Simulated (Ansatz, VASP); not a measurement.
# Mg: VASP beside Ansatz

```
Mg
1.0
     0.00000    2.26154    2.26154
     2.26154    0.00000    2.26154
     2.26154    2.26154    0.00000
Mg
1
Direct
  0.00000 0.00000 0.00000
```

Alike in both runs: functional PBE; k mesh 16 × 16 × 16; occupations fermi-dirac, width 0.08 eV; no spin polarisation.

Ansatz relaxed the structure, and its values are those at the end. VASP's run is a single point on that final structure, the one shown.

|  | VASP | Ansatz |
| --- | --- | --- |
| version | VASP 6.6.1 | Ansatz 0.2.0 |
| potentials or method | VASP PAW PBE potentials, release 64 (Mg) | PAW with Ansatz's default frozen-core files, scalar-relativistic |
| plane-wave cutoff (eV) | 520 | 420 |
| valence electrons in the cell | 2 | 10 |

```csv
,VASP,Ansatz,Ansatz less VASP
pressure (GPa),-0.1,0.0,+0.12
```

VASP's potentials hold 2 valence electrons a cell and Ansatz's 10, so a difference there can come from the potentials and not from the codes.
